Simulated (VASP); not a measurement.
# AlN (P6_3mc) in VASP: notebook, part 2 of 2

VASP 6.6.1. The steps go on from the part before.

### Step 3. Single point, LDA

INCAR

```
SYSTEM = AlN
  PREC = Accurate
  ENCUT = 600
  EDIFF = 1E-6
  ISMEAR = 0
  SIGMA = 0.01
  LREAL = .FALSE.
  LASPH = .TRUE.
  NELM = 120
  ALGO = Normal
  ISIF = 2
  LWAVE = .FALSE.
  LCHARG = .FALSE.
  GGA = CA
  NBANDS = 16
  GGA_COMPAT = .FALSE.
```

KPOINTS

```
regular mesh
0
G
  7 7 4
  0 0 0
```

POSCAR

```
AlN
1.0
    3.1130000000      0.0000000000      0.0000000000
   -1.5565000000      2.6959370820      0.0000000000
    0.0000000000      0.0000000000      4.9810000000
Al N
2 2
Direct
    0.3333333333      0.6666666667      0.0000000000
    0.6666666667      0.3333333333      0.5000000000
    0.3333333333      0.6666666667      0.3800000000
    0.6666666667      0.3333333333      0.8800000000
```

Potentials or basis: VASP PAW LDA potentials, release 64 (Al, N).

Launch:

```
$ cat potpaw_LDA.64/Al/POTCAR potpaw_LDA.64/N/POTCAR > POTCAR
$ mpirun -np 1 vasp_std > vasp.out
```

OUTCAR:

```text
SYSTEM = AlN
   PREC = Accurate
   ENCUT = 600
   EDIFF = 1E-6
   ISMEAR = 0
   LREAL = .FALSE.
   LASPH = .TRUE.
   NELM = 120
   ISIF = 2
   GGA = CA

 ion  position               nearest neighbor table
   1  0.333  0.667  0.000-   3 1.89   4 1.89   4 1.89   4 1.89   2 3.07   2 3.07   2 3.07   2 3.07
                             2 3.07   2 3.07
   2  0.667  0.333  0.500-   4 1.89   3 1.89   3 1.89   3 1.89   1 3.07   1 3.07   1 3.07   1 3.07
                             1 3.07   1 3.07
   3  0.333  0.667  0.380-   1 1.89   2 1.89   2 1.89   2 1.89
   4  0.667  0.333  0.880-   2 1.89   1 1.89   1 1.89   1 1.89

  LATTYP: Found a hexagonal cell.
 ALAT       =     3.1130000000
 C/A-ratio  =     1.6000642467

  Lattice vectors:

 A1 = (   3.1130000000,   0.0000000000,   0.0000000000)
 A2 = (  -1.5565000000,   2.6959370820,   0.0000000000)
 A3 = (   0.0000000000,   0.0000000000,   4.9810000000)

Analysis of symmetry for initial positions (statically):
=====================================================================
 Subroutine PRICEL returns:
 Original cell was already a primitive cell.

 Routine SETGRP: Setting up the symmetry group for a
 hexagonal supercell.

 Subroutine GETGRP returns: Found 12 space group operations
 (whereof  6 operations were pure point group operations)
 out of a pool of 24 trial point group operations.

The static configuration has the point symmetry C_3v.
 The point group associated with its full space group is C_6v.

Analysis of symmetry for dynamics (positions and initial velocities):
=====================================================================
 Subroutine PRICEL returns:
 Original cell was already a primitive cell.

 Routine SETGRP: Setting up the symmetry group for a
 hexagonal supercell.

 Subroutine GETGRP returns: Found 12 space group operations
 (whereof  6 operations were pure point group operations)
 out of a pool of 24 trial point group operations.

[... 124 lines left out ...]
     AMIX_MAG =   1.60;   BMIX_MAG =  1.00
  volume/ion in A,a.u.               =      10.45        70.52
  Fermi-wavevector in a.u.,A,eV,Ry     =   1.188629  2.246183 19.222843  1.412839
  Thomas-Fermi vector in A             =   2.324754
   LORBIT       =      0    0 simple, 1 ext, 2 COOP (PROOUT), +10 PAW based schemes
   GGA     = CA    functional components
   LHFCALC =     F    Hartree Fock is set to
   AEXX    =    0.0000 exact exchange contribution
   IVDW    =     0    specifies the selected vdW correction
   LEPSILON=     F    determine dielectric tensor
   LRPA    =     F    only Hartree local field effects (RPA)
 non-spin polarized calculation
 Gauss-broadening in eV      SIGMA  =   0.01
  energy-cutoff  :      600.00
  volume of cell :       41.80
 maximum number of plane-waves:      1412
 NGX is ok and might be reduce to    28
   NGX = 13   NGY = 13   NGZ = 19

 number of electron      16.0000000 magnetization

 Free energy of the ion-electron system (eV)
  ---------------------------------------------------
  ext. energy  EPLUGINS =         0.00000000
  ---------------------------------------------------
  free energy    TOTEN  =       -32.83059347 eV

  energy without entropy =      -32.83059347  energy(sigma->0) =      -32.83059347

 E-fermi :   5.9210     XC(G=0): -11.2417

 val. band max:        5.8575282096   @ k =   0.0000   0.0000   0.0000
 cond. band min:      10.1028798938   @ k =   0.0000   0.0000   0.0000
 fundamental gap:      4.2453516842
 Fermi energy:         5.9210447967

 k-point     1 :       0.0000    0.0000    0.0000
  band No.  band energies     occupation
      1      -9.1428      2.00000
      2      -6.9204      2.00000
      3      -0.1700      2.00000
      4       5.0219      2.00000
      5       5.0219      2.00000
      6       5.6788      2.00000
[... 433 lines left out ...]
      3       0.8741      2.00000
      4       0.8741      2.00000
      5       2.3705      2.00000
      6       2.3705      2.00000
[... 8 lines left out ...]
     15      19.2136      0.00000
     16      19.2136      0.00000

------------------------ aborting loop because EDIFF is reached ----------------------------------------

  FORCE on cell =-STRESS in cart. coord.  units (eV):
  Direction    XX          YY          ZZ          XY          YZ          ZX
  --------------------------------------------------------------------------------------
  -------------------------------------------------------------------------------------
  Total       -1.2449331     -1.2449331     -0.8008218      0.0000000      0.0000000      0.0000000
  in kB      -47.7145892    -47.7145892    -30.6931213      0.0000000      0.0000000      0.0000000
  external PRESSURE =     -42.0407666 kB  Pullay stress =       0.0000000 kB

 VOLUME and BASIS-vectors are now :
 -----------------------------------------------------------------------------
  energy-cutoff  :      600.00
  volume of cell :       41.80
      direct lattice vectors                 reciprocal lattice vectors
     3.113000000  0.000000000  0.000000000     0.321233537  0.185464269  0.000000000
    -1.556500000  2.695937082  0.000000000     0.000000000  0.370928538  0.000000000
     0.000000000  0.000000000  4.981000000     0.000000000  0.000000000  0.200762899

 POSITION                                       TOTAL-FORCE (eV/Angst)
 -----------------------------------------------------------------------------------
     -0.00000      1.79729      0.00000        -0.000000     -0.000000     -0.119653
      1.55650      0.89865      2.49050        -0.000000      0.000000     -0.119653
     -0.00000      1.79729      1.89278         0.000000     -0.000000      0.119653
      1.55650      0.89865      4.38328        -0.000000      0.000000      0.119653
 -----------------------------------------------------------------------------------
    total drift:                               -0.000000      0.000000      0.000498

  FREE ENERGIE OF THE ION-ELECTRON SYSTEM (eV)
  ---------------------------------------------------
  free  energy   TOTEN  =       -32.8305934686 eV

  energy  without entropy=      -32.8305934686  energy(sigma->0) =      -32.83059347
```

Wall time 12 s (1 thread of AMD EPYC 7R13 (Zen 3), shared host); peak memory 0.12 GiB.

What came out:

* Free energy: -32.8306 eV
* Pressure: -4.2 GPa
* Largest force: 0.120 eV/Å
* Band gap on the k mesh: 4.25 eV

Forces on the atoms (eV/Å):
```
Al   0.000  0.000 -0.120
Al   0.000  0.000 -0.120
N    0.000  0.000  0.120
N    0.000  0.000  0.120
```

Levels at points of the mesh, in eV from the valence-band top:
```
           k point  band 5  band 6  band 7  band 8  band 9  band 10  band 11  band 12
(0.00, 0.00, 0.00)   -0.84   -0.18   -0.18    0.00    4.25     6.55    10.48    10.96
(0.00, 0.00, 0.50)   -0.52   -0.52   -0.52   -0.52    6.42     6.42    10.16    10.16
```

Caveat: the cell stands under tension.

### Step 4. Single point, PBEsol

INCAR

```
PREC = Accurate
ENCUT = 600
EDIFF = 1E-6
ISMEAR = 0
SIGMA = 0.01
LREAL = False
LASPH = True
NELM = 120
ALGO = Normal
ISIF = 2
LWAVE = False
LCHARG = True
GGA = PS
LELF = True
LVHAR = True
NBANDS = 16
GGA_COMPAT = False
```

KPOINTS

```
regular mesh
0
Gamma
  7 7 4
```

POSCAR is that of step 3.

Potentials or basis: VASP PAW PBE potentials, release 64 (Al, N).

Launch:

```
$ cat potpaw_PBE.64/Al/POTCAR potpaw_PBE.64/N/POTCAR > POTCAR
$ mpirun -np 1 vasp_std > vasp.out
```

OUTCAR:

```text
PREC = Accurate
   ENCUT = 600
   EDIFF = 1E-6
   ISMEAR = 0
   LREAL = False
   LASPH = True
   NELM = 120
   ISIF = 2
   GGA = PS

 ion  position               nearest neighbor table
   1  0.333  0.667  0.000-   3 1.89   4 1.89   4 1.89   4 1.89   2 3.07   2 3.07   2 3.07   2 3.07
                             2 3.07   2 3.07
   2  0.667  0.333  0.500-   4 1.89   3 1.89   3 1.89   3 1.89   1 3.07   1 3.07   1 3.07   1 3.07
                             1 3.07   1 3.07
   3  0.333  0.667  0.380-   1 1.89   2 1.89   2 1.89   2 1.89
   4  0.667  0.333  0.880-   2 1.89   1 1.89   1 1.89   1 1.89

  LATTYP: Found a hexagonal cell.
 ALAT       =     3.1130000000
 C/A-ratio  =     1.6000642467

  Lattice vectors:

 A1 = (   3.1130000000,   0.0000000000,   0.0000000000)
 A2 = (  -1.5565000000,   2.6959370820,   0.0000000000)
 A3 = (   0.0000000000,   0.0000000000,   4.9810000000)

Analysis of symmetry for initial positions (statically):
=====================================================================
 Subroutine PRICEL returns:
 Original cell was already a primitive cell.

 Routine SETGRP: Setting up the symmetry group for a
 hexagonal supercell.

 Subroutine GETGRP returns: Found 12 space group operations
 (whereof  6 operations were pure point group operations)
 out of a pool of 24 trial point group operations.

The static configuration has the point symmetry C_3v.
 The point group associated with its full space group is C_6v.

Analysis of symmetry for dynamics (positions and initial velocities):
=====================================================================
 Subroutine PRICEL returns:
 Original cell was already a primitive cell.

 Routine SETGRP: Setting up the symmetry group for a
 hexagonal supercell.

 Subroutine GETGRP returns: Found 12 space group operations
 (whereof  6 operations were pure point group operations)
[... 126 lines left out ...]
     AMIX_MAG =   1.60;   BMIX_MAG =  1.00
  volume/ion in A,a.u.               =      10.45        70.52
  Fermi-wavevector in a.u.,A,eV,Ry     =   1.188629  2.246183 19.222843  1.412839
  Thomas-Fermi vector in A             =   2.324754
   LORBIT       =      0    0 simple, 1 ext, 2 COOP (PROOUT), +10 PAW based schemes
   GGA     = PS    functional components
   LHFCALC =     F    Hartree Fock is set to
   AEXX    =    0.0000 exact exchange contribution
   IVDW    =     0    specifies the selected vdW correction
   LEPSILON=     F    determine dielectric tensor
   LRPA    =     F    only Hartree local field effects (RPA)
 non-spin polarized calculation
 Gauss-broadening in eV      SIGMA  =   0.01
  energy-cutoff  :      600.00
  volume of cell :       41.80
 maximum number of plane-waves:      1412
 NGX is ok and might be reduce to    28
   NGX = 13   NGY = 13   NGZ = 19

 number of electron      16.0000000 magnetization

 Free energy of the ion-electron system (eV)
  ---------------------------------------------------
  ext. energy  EPLUGINS =         0.00000000
  ---------------------------------------------------
  free energy    TOTEN  =       -31.31399314 eV

  energy without entropy =      -31.31399314  energy(sigma->0) =      -31.31399314

 E-fermi :   6.0856     XC(G=0): -11.1040

 val. band max:        6.0301466191   @ k =   0.0000   0.0000   0.0000
 cond. band min:      10.1788351283   @ k =   0.0000   0.0000   0.0000
 fundamental gap:      4.1486885092
 Fermi energy:         6.0856435777

 k-point     1 :       0.0000    0.0000    0.0000
  band No.  band energies     occupation
      1      -9.1074      2.00000
      2      -6.9219      2.00000
      3      -0.0046      2.00000
      4       5.1949      2.00000
      5       5.1949      2.00000
      6       5.8500      2.00000
[... 433 lines left out ...]
      3       1.0497      2.00000
      4       1.0497      2.00000
      5       2.5377      2.00000
      6       2.5377      2.00000
[... 8 lines left out ...]
     15      19.4266      0.00000
     16      19.4266      0.00000

------------------------ aborting loop because EDIFF is reached ----------------------------------------

  FORCE on cell =-STRESS in cart. coord.  units (eV):
  Direction    XX          YY          ZZ          XY          YZ          ZX
  --------------------------------------------------------------------------------------
  -------------------------------------------------------------------------------------
  Total       -0.1168491     -0.1168491      0.2714357      0.0000000      0.0000000     -0.0000000
  in kB       -4.4784809     -4.4784809     10.4033250      0.0000000      0.0000000     -0.0000000
  external PRESSURE =       0.4821211 kB  Pullay stress =       0.0000000 kB

 VOLUME and BASIS-vectors are now :
 -----------------------------------------------------------------------------
  energy-cutoff  :      600.00
  volume of cell :       41.80
      direct lattice vectors                 reciprocal lattice vectors
     3.113000000  0.000000000  0.000000000     0.321233537  0.185464269  0.000000000
    -1.556500000  2.695937082  0.000000000     0.000000000  0.370928538  0.000000000
     0.000000000  0.000000000  4.981000000     0.000000000  0.000000000  0.200762899

 POSITION                                       TOTAL-FORCE (eV/Angst)
 -----------------------------------------------------------------------------------
     -0.00000      1.79729      0.00000        -0.000000     -0.000000     -0.132383
      1.55650      0.89865      2.49050        -0.000000     -0.000000     -0.132383
     -0.00000      1.79729      1.89278        -0.000000     -0.000000      0.132383
      1.55650      0.89865      4.38328         0.000000      0.000000      0.132383
 -----------------------------------------------------------------------------------
    total drift:                               -0.000000      0.000000      0.000391

  FREE ENERGIE OF THE ION-ELECTRON SYSTEM (eV)
  ---------------------------------------------------
  free  energy   TOTEN  =       -31.3139931379 eV

  energy  without entropy=      -31.3139931379  energy(sigma->0) =      -31.31399314
```

OSZICAR:

```text
N       E                     dE             d eps       ncg     rms          rms(c)
DAV:   1     0.455465768265E+02    0.45547E+02   -0.78533E+03   768   0.100E+03
DAV:   2    -0.318071284102E+02   -0.77354E+02   -0.70574E+02  1048   0.206E+02
DAV:   3    -0.357409301172E+02   -0.39338E+01   -0.39227E+01  1000   0.502E+01
DAV:   4    -0.357662221020E+02   -0.25292E-01   -0.25290E-01   944   0.422E+00
DAV:   5    -0.357665461524E+02   -0.32405E-03   -0.32405E-03  1016   0.474E-01    0.117E+01
DAV:   6    -0.313620709435E+02    0.44045E+01   -0.95379E+00   952   0.234E+01    0.415E+00
DAV:   7    -0.313515355898E+02    0.10535E-01   -0.65434E-01   800   0.568E+00    0.287E+00
DAV:   8    -0.313186117110E+02    0.32924E-01   -0.72502E-02   904   0.242E+00    0.575E-01
DAV:   9    -0.313137133923E+02    0.48983E-02   -0.12356E-02   984   0.867E-01    0.247E-01
DAV:  10    -0.313140783059E+02   -0.36491E-03   -0.14818E-03   856   0.252E-01    0.153E-01
DAV:  11    -0.313139936637E+02    0.84642E-04   -0.13909E-04   944   0.904E-02    0.326E-02
DAV:  12    -0.313139931379E+02    0.52581E-06   -0.64897E-06   912   0.216E-02
   1 F= -.31313993E+02 E0= -.31313993E+02  d E =-.121138E-17
```

stdout:

```text
POSCAR found type information on POSCAR AlN
 POSCAR found :  2 types and       4 ions
 scaLAPACK will be used
 -----------------------------------------------------------------------------
|                                                                             |
|                                                                             |
|     You enforced a specific xc type in the INCAR file but a different       |
|     I HOPE YOU KNOW WHAT YOU ARE DOING!                                     |
|                                                                             |
 -----------------------------------------------------------------------------

 LDA part: xc-table for (Slater+PW92), standard interpolation
 POSCAR, INCAR and KPOINTS ok, starting setup
 FFT: planning ... GRIDC
 FFT: planning ... GRID_SOFT
 FFT: planning ... GRID
 WAVECAR not read
 entering main loop
```

It took 14 s on 1 thread of AMD EPYC 7R13 (Zen 3), shared host; peak memory 0.15 GiB.

What came out:

- Free energy: -31.3140 eV
- Pressure: 0.0 GPa
- Largest force: 0.132 eV/Å
- Band gap on the k mesh: 4.15 eV

Forces in eV/Å, atoms in the order of the input:
```
Al   0.000  0.000 -0.132
Al   0.000  0.000 -0.132
N    0.000  0.000  0.132
N    0.000  0.000  0.132
```

Caveat: the PAW data sets were made with another functional, which shifts forces and pressure a little.

### Step 5. Summary

| level | potentials or basis | gap on the mesh (eV) | pressure (GPa) | largest force (eV/Å) |
| --- | --- | --- | --- | --- |
| PBE | VASP PAW PBE potentials, release 64 (Al, N) | 4.22 | 3.3 | 0.13 |
| LDA | VASP PAW LDA potentials, release 64 (Al, N) | 4.25 | -4.2 | 0.12 |
| PBEsol | VASP PAW PBE potentials, release 64 (Al, N) | 4.15 | 0.0 | 0.13 |

Alike in all rows: task single point; no spin polarisation; cell as given; k mesh 7 × 7 × 4; cutoff (eV) 600; smearing gaussian 0.01 eV.

Caveats: the cell stands under pressure (at least some runs); the cell stands under tension (at least some runs); the PAW data sets were made with another functional, which shifts forces and pressure a little (at least some runs).

Absolute energies hang on the potentials; compare differences alone.

### Step 6. Comparison with measurements

Step 4. A measured gap of AlN is 6.0343 eV (an exciton energy, a little under the gap; 0 K; quoted in “Structural and optical properties of self-assembled AlN nanowires grown on SiO2/Si substrates by molecular beam epitaxy”, 2024, arxiv:2402.00216); the calculated 4.15 eV misses it by -1.89 eV. 2 values of this kind are on record (6.034 to 6.0343 eV); this one was drawn at random. The value is that of PBEsol, without temperature or zero-point motion. Semilocal functionals fall short of measured gaps as a rule.
